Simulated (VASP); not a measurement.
Si: single point with PBEsol

Si:

```
CELL_PARAMETERS angstrom
-3.23825 3.23825 3.48112
3.23825 -3.23825 3.48112
3.23825 3.23825 -3.48112
ATOMIC_POSITIONS crystal
Si 0.20479 0.20479 0.20479
Si 0.50000 0.00000 0.29521
Si 0.29521 0.50000 0.00000
Si 0.00000 0.29521 0.50000
Si 0.79521 0.79521 0.79521
Si 0.50000 0.00000 0.70479
Si 0.70479 0.50000 0.00000
Si 0.00000 0.70479 0.50000
```

| Quantity | Value |
| --- | --- |
| Program | VASP 6.6.1 |
| Task | single point |
| Functional | PBEsol |
| Potentials or basis | VASP PAW PBE potentials, release 64 (Si) |
| Cutoff | 520 eV |
| k mesh | 10 × 10 × 10 |
| Occupations | gaussian, width 0.15 eV |
| Spin | no spin polarisation |
| Dipole correction | no |
| Further INCAR settings | ALGO = Normal; EDIFF = 1e-06; NBANDS = 26 |

| Property | Result |
| --- | --- |
| Pressure | -1.2 GPa |
| Largest force | 0.443 eV/Å |
| Band gap on the k mesh | zero (bands 16 and 17 overlap by 0.31 eV) |

Forces in eV/Å, atoms in the order of the input:
```
Si   0.140 -0.389  0.160
Si  -0.140  0.389  0.160
Si   0.140  0.389 -0.160
Si  -0.140 -0.389 -0.160
Si  -0.140  0.389 -0.160
Si   0.140 -0.389 -0.160
Si  -0.140 -0.389  0.160
Si   0.140  0.389  0.160
```

Stress tensor (GPa, compression positive):
```
 2.19  0.00  0.00
 0.00  2.46  0.00
 0.00  0.00 -8.32
```

Levels at points of the mesh, in eV from the Fermi level:
```tsv
k point	band 14	band 15	band 16	band 17	band 18	band 19
(0.00, 0.00, 0.00)	-1.97	-1.18	-0.39	0.77	2.17	2.31
(0.50, 0.00, 0.00)	-1.93	-0.94	-0.94	0.07	0.07	2.09
(0.00, 0.50, 0.00)	-2.03	-1.36	-1.36	0.68	0.68	1.94
(0.50, 0.50, 0.00)	-2.00	-1.47	-1.47	0.44	0.44	1.74
(0.50, 0.50, 0.50)	-0.61	-0.07	0.21	0.65	2.25	2.39
```

Wall time 7 min on 1 thread of Intel(R) Xeon(R) Platinum 8488C (Sapphire Rapids), with other jobs on the host, peak memory 0.61 GiB.

Caveat: the stress differs along the axes, from -8 to 2 GPa; semilocal functionals underestimate gaps, and a narrow one can read as zero; the PAW data sets were made with another functional, which shifts forces and pressure a little.
